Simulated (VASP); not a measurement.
Write the native input for VASP 6.6.1 that does the following.

| Quantity | Value |
| --- | --- |
| Task | single point |
| Functional | PBE |
| Potentials or basis | VASP PAW PBE potentials, release 64 (Cd, S) |
| Cutoff | 520 eV |
| k mesh | 8 × 8 × 8 |
| Occupations | fermi-dirac, width 0.02 eV |
| Spin | no spin polarisation |
| Dipole correction | no |
| Further INCAR settings | ALGO = Normal; EDIFF = 1e-06; NBANDS = 16 |

The structure of CdS lies in POSCAR:

```
CdS
1.0
   -0.0717168421      2.9392148400      2.9392148400
    2.9392148400     -0.0717168421      2.9392148400
    2.8674979979      2.8674979979      0.0000000000
Cd S
1 1
Direct
   -0.0053866617     -0.0053866617      0.0053866617
    0.2553866617      0.2553866617      0.2446133383
```

This cell differs from its parent crystal: shear xy strain -4.9%.

These files were run (other wordings do the same):

INCAR

```
SYSTEM = CdS
PREC = Accurate ; ENCUT = 520
EDIFF = 1E-6 ; ISMEAR = -1
SIGMA = 0.02 ; LREAL = .FALSE.
LASPH = .TRUE. ; NELM = 60
ALGO = Normal ; ISIF = 2
LWAVE = .FALSE. ; LCHARG = .TRUE.
GGA = PE ; LELF = .TRUE.
LVHAR = .TRUE. ; NBANDS = 16
```

KPOINTS

```
Automatic mesh
0
G
  8 8 8
  0 0 0
```

Potentials or basis: VASP PAW PBE potentials, release 64 (Cd, S).

The run is started by

```console
$ cat potpaw_PBE.64/Cd/POTCAR potpaw_PBE.64/S/POTCAR > POTCAR
$ mpirun -np 1 vasp_std > vasp.out
```

Results of the run:

| Item | Value |
| --- | --- |
| Pressure | 1.7 GPa |
| Largest force | 0.004 eV/Å |
| Band gap on the k mesh | 0.98 eV, direct |

Caveat: the cell differs from its parent crystal (shear xy strain -4.9%).

It took 30 s on 1 thread of AMD EPYC 9R45 96-Core Processor (Zen 5) (shared host), peak memory 0.2 GiB.
